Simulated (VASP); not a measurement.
A run of VASP 6.6.1 is set up as follows.

INCAR

```
SYSTEM = Ge
ALGO = Normal
EDIFF = 1E-6
ENCUT = 520
GGA = PE
ISIF = 2
ISMEAR = 0
LASPH = .TRUE.
LCHARG = .TRUE.
LELF = .TRUE.
LREAL = .FALSE.
LVHAR = .TRUE.
LWAVE = .FALSE.
NBANDS = 21
NELM = 80
PREC = Accurate
SIGMA = 0.15
```

Contents of KPOINTS:

```
k-points
0
G
  14 14 14
  0 0 0
```

Contents of POSCAR:

```
Ge
1.0
    0.0000000000      2.7580507500      2.9702085000
    2.7580507500      0.0000000000      2.9702085000
    2.7580507500      2.7580507500      0.0000000000
Ge
2
Direct
    0.5000000000      0.5000000000      0.5000000000
    0.7500000000      0.7500000000      0.7500000000
```

Potentials or basis: VASP PAW PBE potentials, release 64 (Ge_d).

Launch:

```console
$ cat potpaw_PBE.64/Ge_d/POTCAR > POTCAR
$ mpirun -np 1 vasp_std > vasp.out
```

(1) Predict the pressure.

(2) What does it give for the band gap on the k mesh?

Answers

(1) 3.7 GPa.

(2) zero (band 14 reaches 5.22 eV, above the bottom of band 15 at 5.10 eV).

Caveat: the cell differs from its parent crystal (strain -0.025 along x and y, +0.050 along z).
